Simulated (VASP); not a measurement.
Here is a VASP 6.6.1 calculation.

The input INCAR:

```
SYSTEM = CaHf
PREC = Accurate ; ENCUT = 600
EDIFF = 1E-6 ; ISMEAR = 0
SIGMA = 0.1 ; LREAL = .FALSE.
LASPH = .TRUE. ; NELM = 80
ALGO = Fast ; ISIF = 3
LWAVE = .FALSE. ; LCHARG = .FALSE.
GGA = PE ; IBRION = 2
NSW = 100 ; EDIFFG = -0.01
```

KPOINTS

```
regular mesh
0
G
  18 18 10
  0 0 0
```

File POSCAR:

```
CaHf
1.0
    3.2389211637      0.0000000000      0.0000000000
    0.0000000000      3.2389211637      0.0000000000
    0.0000000000      0.0000000000      5.2637755445
Ca Hf
1 1
Direct
    0.5000000000      0.5000000000      0.5000000000
    0.0000000000      0.0000000000      0.0000000000
```

Potentials or basis: VASP PAW PBE potentials, release 64 (Ca_sv, Hf_pv).

The run is started by

```sh
$ cat potpaw_PBE.64/Ca_sv/POTCAR potpaw_PBE.64/Hf_pv/POTCAR > POTCAR
$ mpirun -np 1 vasp_std > vasp.out
```

Problem. What does it give for the relaxed volume?

Solution. 27.67 Å³/atom.

Problem. Predict the relaxed cell.

Solution. a = 3.241 Å, b = 3.241 Å, c = 5.268 Å, α = 90.00°, β = 90.00°, γ = 90.00°.

Final structure:
```cif
data_structure
_symmetry_space_group_name_H-M 'P 1'
_symmetry_Int_Tables_number 1
_cell_length_a 3.2413
_cell_length_b 3.2413
_cell_length_c 5.2685
_cell_angle_alpha 90.000
_cell_angle_beta 90.000
_cell_angle_gamma 90.000
_cell_volume 55.35
loop_
_atom_site_label
_atom_site_type_symbol
_atom_site_fract_x
_atom_site_fract_y
_atom_site_fract_z
_atom_site_occupancy
Ca1 Ca 0.50000 0.50000 0.50000 1
Hf1 Hf 0.00000 0.00000 0.00000 1
```
